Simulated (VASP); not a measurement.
# Si4O7 (a cell with a defect) in VASP: a series of runs

The runs below take Si4O7 (a cell with a defect) through single point, with PBE.

All numbers are computed with VASP 6.6.1; they aren't measurements. Logs are shortened: lines on timing, memory, paths and dates and some standing lists are left out, and cuts for length are marked.

## 1. The cell of the first run

The cell holds a defect, 11 atoms: a = 5.080 Å, b = 5.080 Å, c = 7.091 Å, α = 90.00°, β = 90.00°, γ = 90.00°.

## 2. Single point, PBE (atom 9 moved 1.125 of the way to it and -0.675 Å across, host rigid)

INCAR

```
ALGO = Normal
EDIFF = 1E-7
ENCUT = 520
GGA = PE
ISIF = 2
ISMEAR = 0
LASPH = T
LCHARG = F
LREAL = F
LWAVE = F
NBANDS = 40
NELM = 100
PREC = Accurate
SIGMA = 0.05
```

KPOINTS

```
k-points
0
Gamma
  4 4 4
```

POSCAR

```
Si4O7
1.0
    5.0799801732      0.0000000000      0.0000000000
    0.0000000000      5.0799801732      0.0000000000
    0.0000000000      0.0000000000      7.0914769300
Si O
4 7
Direct
    0.2944292339      0.2944292339      0.0000000000
    0.2055707661      0.7944292339      0.2500000000
    0.7055707661      0.7055707661      0.5000000000
    0.7944292339      0.2055707661      0.7500000000
    0.4053663613      0.7409644515      0.4248320116
    0.7590355485      0.9053663613      0.6748320116
    0.5946336387      0.2590355485      0.9248320116
    0.7409644515      0.4053663613      0.5751679884
    1.3557718660      1.0352345024      0.1234023841
    0.2590355485      0.5946336387      0.0751679884
    0.0946336387      0.2409644515      0.8251679884
```

Potentials or basis: VASP PAW PBE potentials, release 64 (Si, O).

On the command line:

```
> cat potpaw_PBE.64/Si/POTCAR potpaw_PBE.64/O/POTCAR > POTCAR
> mpirun -np 1 vasp_std > vasp.out
```

OUTCAR:

```text
EDIFF = 1E-7
   ENCUT = 520
   GGA = PE
   ISIF = 2
   ISMEAR = 0
   LASPH = T
   LREAL = F
   NELM = 100
   PREC = Accurate

 ion  position               nearest neighbor table
   1  0.294  0.294  0.000-   9 1.61  11 1.63  10 1.63   7 1.63   2 3.13   4 3.13   2 3.13   4 3.13

   2  0.206  0.794  0.250-   5 1.63  10 1.63   9 1.70   3 3.13   1 3.13   1 3.13   3 3.13
   3  0.706  0.706  0.500-   6 1.63   5 1.63   8 1.63   4 3.13   2 3.13   4 3.13   2 3.13
   4  0.794  0.206  0.750-   7 1.63   8 1.63   6 1.63  11 1.63   1 3.13   3 3.13   3 3.13   1 3.13

   5  0.405  0.741  0.425-   2 1.63   3 1.63
   6  0.759  0.905  0.675-   3 1.63   4 1.63
   7  0.595  0.259  0.925-   4 1.63   1 1.63
   8  0.741  0.405  0.575-   4 1.63   3 1.63
   9  0.356  0.035  0.123-   1 1.61   2 1.70
  10  0.259  0.595  0.075-   2 1.63   1 1.63
  11  0.095  0.241  0.825-   1 1.63   4 1.63

  LATTYP: Found a simple tetragonal cell.
 ALAT       =     5.0799801732
 C/A-ratio  =     1.3959654739

  Lattice vectors:

 A1 = (   5.0799801732,   0.0000000000,   0.0000000000)
 A2 = (   0.0000000000,   5.0799801732,   0.0000000000)
 A3 = (   0.0000000000,   0.0000000000,   7.0914769300)

Analysis of symmetry for initial positions (statically):
=====================================================================
 Subroutine PRICEL returns:
 Original cell was already a primitive cell.

 Routine SETGRP: Setting up the symmetry group for a
 simple tetragonal supercell.

 Subroutine GETGRP returns: Found  1 space group operations
 (whereof  1 operations were pure point group operations)
 out of a pool of 16 trial point group operations.

The static configuration has the point symmetry C_1 .

Analysis of symmetry for dynamics (positions and initial velocities):
=====================================================================
 Subroutine PRICEL returns:
 Original cell was already a primitive cell.

 Routine SETGRP: Setting up the symmetry group for a
 simple tetragonal supercell.

 Subroutine GETGRP returns: Found  1 space group operations
 (whereof  1 operations were pure point group operations)
 out of a pool of 16 trial point group operations.

The dynamic configuration has the point symmetry C_1 .

 Subroutine INISYM returns: Found  1 space group operations
 (whereof  1 operations are pure point group operations),
 and found     1 'primitive' translations

----------------------------------------------------------------------------------------

                                     Primitive cell

  volume of cell :     183.0041

  direct lattice vectors                    reciprocal lattice vectors
     5.079980173  0.000000000  0.000000000     0.196851162  0.000000000  0.000000000
     0.000000000  5.079980173  0.000000000     0.000000000  0.196851162  0.000000000
     0.000000000  0.000000000  7.091476930     0.000000000  0.000000000  0.141014349

  length of vectors
     5.079980173  5.079980173  7.091476930     0.196851162  0.196851162  0.141014349

  position of ions in fractional coordinates (direct lattice)
     0.294429234  0.294429234  0.000000000
     0.205570766  0.794429234  0.250000000
     0.705570766  0.705570766  0.500000000
     0.794429234  0.205570766  0.750000000
     0.405366361  0.740964451  0.424832012
     0.759035549  0.905366361  0.674832012
     0.594633639  0.259035549  0.924832012
     0.740964451  0.405366361  0.575167988
     0.355771866  0.035234502  0.123402384
     0.259035549  0.594633639  0.075167988
     0.094633639  0.240964451  0.825167988

  ion indices of the primitive-cell ions
   primitive index   ion index
                 1           1
                 2           2
                 3           3
                 4           4
                 5           5
                 6           6
                 7           7
                 8           8
                 9           9
                10          10
                11          11

----------------------------------------------------------------------------------------

 KPOINTS: k-points

Automatic generation of k-mesh.
 Grid dimensions read from file:
 generate k-points for:    4    4    4

 Generating k-lattice:

  Cartesian coordinates                     Fractional coordinates (reciprocal lattice)
     0.049212790  0.000000000  0.000000000     0.250000000  0.000000000  0.000000000
     0.000000000  0.049212790  0.000000000     0.000000000  0.250000000  0.000000000
     0.000000000  0.000000000  0.035253587     0.000000000  0.000000000  0.250000000

  Length of vectors
     0.049212790  0.049212790  0.035253587

  Shift w.r.t. Gamma in fractional coordinates (k-lattice)
     0.000000000  0.000000000  0.000000000

 Subroutine IBZKPT returns following result:
 ===========================================

 Found     36 irreducible k-points:

 Following reciprocal coordinates:
            Coordinates               Weight
  0.000000  0.000000  0.000000      1.000000
  0.250000  0.000000  0.000000      2.000000
  0.000000  0.250000  0.000000      2.000000
  0.500000  0.000000  0.000000      1.000000
  0.000000  0.500000  0.000000      1.000000
  0.250000  0.250000  0.000000      2.000000
[... 16 lines left out ...]
 -0.250000  0.500000  0.250000      2.000000
  0.500000 -0.250000  0.250000      2.000000
 [... further k-points ...]
   k-points           NKPTS =     36   k-points in BZ     NKDIM =     36   number of bands    NBANDS=     40
   number of dos      NEDOS =    301   number of ions     NIONS =     11
   total plane-waves  NPLWV =  86400
   dimension x,y,z NGX =    40 NGY =   40 NGZ =   54
   dimension x,y,z NGXF=    80 NGYF=   80 NGZF=  108
   ions per type =               4   7
   NGX,Y,Z   is equivalent  to a cutoff of  13.09, 13.09, 12.66 a.u.
   NGXF,Y,Z  is equivalent  to a cutoff of  26.18, 26.18, 25.32 a.u.
 SYSTEM =  unknown system
   PREC   = accura    normal or accurate (medium, high low for compatibility)
   ISTART =      0    job   : 0-new  1-cont  2-samecut
   ICHARG =      2    charge: 1-file 2-atom 10-const
   ISPIN  =      1    spin polarized calculation?
   LNONCOLLINEAR =      F non collinear calculations
   LSORBIT =      F    spin-orbit coupling
   LASPH  =      T    aspherical Exc in radial PAW
   ENCUT  =  520.0 eV  38.22 Ry    6.18 a.u.   9.45  9.45 13.19*2*pi/ulx,y,z
   NELM   =    100;   NELMIN=  2; NELMDL= -5     # of ELM steps
   EDIFF  = 0.1E-06   stopping-criterion for ELM
   LREAL  =      F    real-space projection
   EDIFFG = 0.1E-05   stopping-criterion for IOM
   NSW    =      0    number of steps for IOM
   IBRION =     -1    ionic relax: 0-MD 1-quasi-New 2-CG
   NFREE  =      0    steps in history (QN), initial steepest desc. (CG)
   ISIF   =      2    stress and relaxation
   ISYM   =      2    0-nonsym 1-usesym 2-fastsym
   POTIM  = 0.5000    time-step for ionic-motion
   TEBEG  =    0.0;   TEEND  =   0.0 temperature during run
   PSTRESS=    0.0 pullay stress
   NELECT =      58.0000    total number of electrons
   NUPDOWN=      -1.0000    fix difference up-down
   EMIN   =  10.00;   EMAX   =-10.00  energy-range for DOS
   EFERMI =   0.00;   METHOD = LEGACY
   ISMEAR =     0;   SIGMA  =   0.05  broadening in eV -4-tet -1-fermi 0-gaus
   EFERMI_NEDOS =   21; number of points for ismear=-14 and -15
   IALGO  =     38    algorithm
   IMIX   =      4    mixing-type and parameters
     AMIX     =   0.40;   BMIX     =  1.00
     AMIX_MAG =   1.60;   BMIX_MAG =  1.00
  volume/ion in A,a.u.               =      16.64       112.27
  Fermi-wavevector in a.u.,A,eV,Ry     =   1.116171  2.109257 16.950639  1.245837
  Thomas-Fermi vector in A             =   2.252782
   LORBIT       =      0    0 simple, 1 ext, 2 COOP (PROOUT), +10 PAW based schemes
   GGA     = PE    functional components
   LHFCALC =     F    Hartree Fock is set to
   AEXX    =    0.0000 exact exchange contribution
   IVDW    =     0    specifies the selected vdW correction
   LEPSILON=     F    determine dielectric tensor
   LRPA    =     F    only Hartree local field effects (RPA)
 non-spin polarized calculation
 Gauss-broadening in eV      SIGMA  =   0.05
  energy-cutoff  :      520.00
  volume of cell :      183.00
 maximum number of plane-waves:      4954
 NGX is ok and might be reduce to    40
   NGX = 19   NGY = 19   NGZ = 27

 number of electron      57.9999988 magnetization

 Free energy of the ion-electron system (eV)
  ---------------------------------------------------
  ext. energy  EPLUGINS =         0.00000000
  ---------------------------------------------------
  free energy    TOTEN  =       -82.42770028 eV

  energy without entropy =      -82.42770028  energy(sigma->0) =      -82.42770028

 E-fermi :   1.4449     XC(G=0):  -7.9082

 val. band max:        1.2175018867   @ k =   0.5000   0.5000   0.5000
 cond. band min:       3.5892446139   @ k =   0.5000   0.0000   0.0000
 fundamental gap:      2.3717427272
 Fermi energy:         1.4449266751

 k-point     1 :       0.0000    0.0000    0.0000
  band No.  band energies     occupation
      1     -19.7164      2.00000
      2     -19.0312      2.00000
      3     -18.7144      2.00000
      4     -17.9715      2.00000
      5     -17.9316      2.00000
      6     -17.7542      2.00000
[... 32 lines left out ...]
     39       9.9025      0.00000
     40      10.5114      0.00000

 k-point     2 :       0.2500    0.0000    0.0000
  band No.  band energies     occupation
      1     -19.6305      2.00000
      2     -19.1334      2.00000
      3     -18.6124      2.00000
      4     -18.0001      2.00000
      5     -17.9597      2.00000
      6     -17.8077      2.00000
[... 935 lines left out ...]
     39       9.7868      0.00000
     40      10.1114      0.00000

 k-point    24 :       0.5000   -0.2500    0.2500
  band No.  band energies     occupation
      1     -19.3469      2.00000
      2     -19.1568      2.00000
      3     -18.6570      2.00000
      4     -18.2253      2.00000
      5     -18.0206      2.00000
      6     -17.8847      2.00000
[... 32 lines left out ...]
     39      10.0262      0.00000
     40      10.3736      0.00000

 [... further k-points ...]

------------------------ aborting loop because EDIFF is reached ----------------------------------------

  FORCE on cell =-STRESS in cart. coord.  units (eV):
  Direction    XX          YY          ZZ          XY          YZ          ZX
  --------------------------------------------------------------------------------------
  -------------------------------------------------------------------------------------
  Total       -2.4155545      4.1072409      1.8397904      0.8325534     -0.2647188      2.9408210
  in kB      -21.1478729     35.9583725     16.1071311      7.2888995     -2.3175796     25.7465144
  external PRESSURE =      10.3058769 kB  Pullay stress =       0.0000000 kB

 VOLUME and BASIS-vectors are now :
 -----------------------------------------------------------------------------
  energy-cutoff  :      520.00
  volume of cell :      183.00
      direct lattice vectors                 reciprocal lattice vectors
     5.079980173  0.000000000  0.000000000     0.196851162  0.000000000  0.000000000
     0.000000000  5.079980173  0.000000000     0.000000000  0.196851162  0.000000000
     0.000000000  0.000000000  7.091476930     0.000000000  0.000000000  0.141014349

 POSITION                                       TOTAL-FORCE (eV/Angst)
 -----------------------------------------------------------------------------------
      1.49569      1.49569      0.00000         1.082475     -0.211735     -1.080741
      1.04430      4.03568      1.77287        -0.868713      0.909179     -0.093859
      3.58429      3.58429      3.54574         1.507702      0.355839     -0.681355
      4.03568      1.04430      5.31861        -0.327145      0.243583      0.870317
      2.05925      3.76408      3.01269         0.513770     -0.229590      0.427793
      3.85589      4.59924      4.78556         0.017305     -0.102703     -0.132252
      3.02073      1.31590      6.55842         1.774383      1.423496     -2.052985
      3.76408      2.05925      4.07879         0.046336      0.138131     -0.532595
      1.80731      0.17899      0.87511        -2.835272     -0.230044      3.202907
      1.31590      3.02073      0.53305        -0.666063     -2.346273     -0.028151
      0.48074      1.22409      5.85166        -0.244778      0.050116      0.100920
 -----------------------------------------------------------------------------------
    total drift:                                0.000069      0.000084      0.000123

  FREE ENERGIE OF THE ION-ELECTRON SYSTEM (eV)
  ---------------------------------------------------
  free  energy   TOTEN  =       -82.4277002756 eV

  energy  without entropy=      -82.4277002756  energy(sigma->0) =      -82.42770028
```

Wall time 9 min (1 thread of AMD EPYC 7R13, shared host); peak memory 0.35 GiB.

Results:

* Free energy: -82.4277 eV
* Pressure: 1.0 GPa
* Largest force: 4.284 eV/Å
* Band gap on the k mesh: 2.37 eV

Forces in eV/Å, atoms in the order of the input:
```
Si   1.082 -0.212 -1.081
Si  -0.869  0.909 -0.094
Si   1.508  0.356 -0.681
Si  -0.327  0.244  0.870
O    0.514 -0.230  0.428
O    0.017 -0.103 -0.132
O    1.774  1.423 -2.053
O    0.046  0.138 -0.533
O   -2.835 -0.230  3.203
O   -0.666 -2.346 -0.028
O   -0.245  0.050  0.101
```

Caveat: the cell differs from its parent crystal (atom 9 moved 1.125 of the way to it and -0.675 Å across, host rigid).

## 3. Single point, PBE (atom 9 moved 0.000 of the way to it and +0.000 Å across, host rigid)

INCAR

```
PREC = Accurate
ENCUT = 520
EDIFF = 1E-7
ISMEAR = 0
SIGMA = 0.05
LREAL = F
LASPH = T
NELM = 100
ALGO = Normal
ISIF = 2
LWAVE = F
LCHARG = T
GGA = PE
LELF = T
LVHAR = T
NBANDS = 40
```

KPOINTS

```
Automatic mesh
0
Gamma
  4 4 4
```

POSCAR, as its differences from that of step 2:

```diff
@@ -16,3 +16,3 @@
     0.7409644515      0.4053663613      0.5751679884
-    1.3557718660      1.0352345024      0.1234023841
+    0.9053663613      0.7590355485      0.3251679884
     0.2590355485      0.5946336387      0.0751679884
```

Potentials or basis: VASP PAW PBE potentials, release 64 (Si, O).

On the command line:

```
> cat potpaw_PBE.64/Si/POTCAR potpaw_PBE.64/O/POTCAR > POTCAR
> mpirun -np 1 vasp_std > vasp.out
```

Wall time 2.3 min (1 thread of Intel Xeon 6975P-C (Granite Rapids), shared host); peak memory 0.38 GiB.

Results (log left out):

- Free energy: -83.7479 eV
- Pressure: -0.6 GPa
- Largest force: 2.748 eV/Å
- Band gap on the k mesh: 2.60 eV

Forces in eV/Å, atoms in the order of the input:
```
Si  -0.344 -2.170  1.439
Si   0.332  2.369 -1.352
Si   0.042  0.018  0.214
Si   0.051 -0.085  0.072
O    0.038 -0.041  0.199
O   -0.013 -0.020 -0.075
O    0.227  0.099 -0.096
O   -0.021  0.032 -0.077
O   -0.141 -0.016  0.032
O   -0.005 -0.266 -0.002
O   -0.166  0.080 -0.355
```

Stress tensor (GPa, compression positive):
```
 1.47 -0.88  0.51
-0.88 -2.86  3.31
 0.51  3.31 -0.45
```

Levels at points of the mesh, in eV from the valence-band top:
```
           k point  band 26  band 27  band 28  band 29  band 30  band 31  band 32  band 33
(0.00, 0.00, 0.00)    -2.77    -2.71    -2.38    -1.16     3.66     4.28     5.63     6.31
(0.50, 0.00, 0.00)    -3.10    -2.96    -2.71    -0.86     3.73     4.50     5.81     6.36
(0.00, 0.50, 0.00)    -2.90    -2.78    -2.68    -0.06     2.60     5.16     5.53     5.90
(0.50, 0.50, 0.00)    -3.16    -2.82    -2.80    -0.09     2.91     4.87     5.46     6.39
(0.00, 0.00, 0.50)    -2.88    -2.74    -2.62    -0.90     3.08     4.91     5.66     6.11
(0.50, 0.00, 0.50)    -3.18    -2.74    -2.59    -1.01     3.80     5.09     5.54     5.80
(0.00, 0.50, 0.50)    -3.19    -2.81    -2.40    -0.15     2.74     5.05     5.59     6.00
(0.50, 0.50, 0.50)    -3.09    -2.96    -2.88     0.00     2.85     4.97     5.40     6.84
```

Caveat: the cell differs from its parent crystal (atom 9 moved 0.000 of the way to it and +0.000 Å across, host rigid).
